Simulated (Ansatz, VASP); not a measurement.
## GaC3 in VASP and in Ansatz

The input INCAR:

```
  ALGO = Normal
  EDIFF = 1E-6
  ENCUT = 520
  GGA = PE
  ISIF = 2
  ISMEAR = -1
  LASPH = T
  LCHARG = F
  LREAL = F
  LWAVE = F
  NBANDS = 20
  NELM = 80
  PREC = Accurate
  SIGMA = 0.15
```

File KPOINTS:

```
k-points
0
Gamma
  5 5 5
```

File POSCAR:

```
GaC3
1.0
    3.1973800000      0.0041300000      0.0384800000
    0.0041300000      3.3283500000     -0.0125200000
    0.0384800000     -0.0125200000      3.2736300000
Ga C
1 3
Direct
    0.9882600000      0.0068400000      0.0279200000
    0.0150559957      0.4955120099      0.5081583918
    0.5025100000      0.9911900000      0.5325000000
    0.5101400000      0.4944500000      0.9800900000
```

Input for Ansatz:

```yaml
crystal:
  lattice:
    - [3.19738, 0.00413, 0.03848]
    - [0.00413, 3.32835, -0.01252]
    - [0.03848, -0.01252, 3.27363]
  atoms:
    - { symbol: Ga, position: [0.98826, 0.00684, 0.02792] }
    - { symbol: C, position: [0.015055995715719597, 0.4955120098858035, 0.5081583918306679] }
    - { symbol: C, position: [0.50251, 0.99119, 0.5325] }
    - { symbol: C, position: [0.51014, 0.49445, 0.98009] }
basis:
  ecutwfc: 540.0
  xc_grid: 2
kpoints:
  mp_grid:
    grid: [5, 5, 5]
scf:
  convergence:
    dr2_threshold: 1.0e-09
  occupations:
    method: fermi_dirac
    width: 0.15
output:
  forces: true
  stress: true
```

Alike in both runs: task single point; functional PBE; k mesh 5 × 5 × 5; occupations fermi-dirac, width 0.15 eV; no spin polarisation.

```csv
,VASP,Ansatz
version,VASP 6.6.1,Ansatz 0.2.0
potentials or method,"VASP PAW PBE potentials, release 64 (Ga_d, C), cutoff 520 eV","plane waves, PAW"
valence electrons in the cell,25,25
```

VASP gave:

| Property | Result |
| --- | --- |
| pressure (GPa) | 10.9 |
| traceless stress, the component that is largest in VASP (GPa) | 2.86 |
| rms of the force components (eV/Å) | 0.589 |

**Question.** Estimate Ansatz's values.

**Answer.** Pressure (GPa): 10.4; traceless stress, the component that is largest in VASP (GPa): 2.87; rms of the force components (eV/Å): 0.589.

Atom by atom the forces differ by 0.003 eV/Å (rms over components). Ansatz's warnings: stress scf threshold loose.

The k mesh is coarse, so the values compare programs but aren't converged.
